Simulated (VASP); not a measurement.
# As: single point with PBE+D3(BJ)

As:

```xyz
4
Lattice="3.6194 0.0000 0.0000 -1.8097 3.1345 0.0000 0.0000 0.0000 9.5004" Properties=species:S:1:pos:R:3 pbc="T T T"
As    0.0000    2.0897    4.0628
As    0.0000    2.0897    0.6874
As    1.8097    1.0448    8.8130
As    1.8097    1.0448    5.4376
```

This isn't the form of As at room conditions, which is rhombohedral.

```yaml
Program: VASP 6.6.1
Task: single point
Functional: PBE
Dispersion: D3(BJ)
Potentials_or_basis: VASP PAW PBE potentials, release 64 (As_d)
Cutoff: 510 eV
k_mesh: 6 × 6 × 2
Occupations: gaussian, width 0.1 eV
Spin: no spin polarisation
Dipole_correction: no
Further_INCAR_settings: ALGO = Normal; EDIFF = 1e-06; NBANDS = 38
```

```yaml
Pressure: -0.3 GPa
Largest_force: 0.012 eV/Å
Band_gap_on_the_k_mesh: zero (bands 30 and 31 overlap by 0.61 eV)
Dispersion_energy_per_atom: -0.324 eV
```

Forces on the atoms (eV/Å):
```
As   0.000  0.000  0.012
As   0.000  0.000 -0.012
As   0.000  0.000  0.012
As   0.000  0.000 -0.012
```

Stress tensor (GPa, compression positive):
```
-0.39  0.00  0.00
 0.00 -0.39  0.00
 0.00  0.00 -0.02
```

Levels at points of the mesh, in eV from the Fermi level:
| k point | band 27 | band 28 | band 29 | band 30 | band 31 | band 32 | band 33 | band 34 |
| --- | --- | --- | --- | --- | --- | --- | --- | --- |
| (0.00, 0.00, 0.00) | -1.43 | -1.27 | -1.27 | 0.27 | 0.40 | 1.17 | 2.00 | 2.00 |
| (0.50, 0.00, 0.00) | -3.71 | -3.28 | -3.11 | -1.96 | 0.14 | 0.67 | 1.22 | 2.75 |
| (0.00, 0.00, 0.50) | -1.35 | -1.35 | -1.35 | -1.35 | 1.01 | 1.01 | 2.18 | 2.18 |
| (0.50, 0.00, 0.50) | -3.20 | -3.20 | -2.88 | -2.88 | 0.75 | 0.75 | 2.06 | 2.06 |

Wall time 31 s on 1 thread of Intel(R) Xeon(R) Platinum 8488C (Sapphire Rapids) (shared host), peak memory 0.23 GiB.
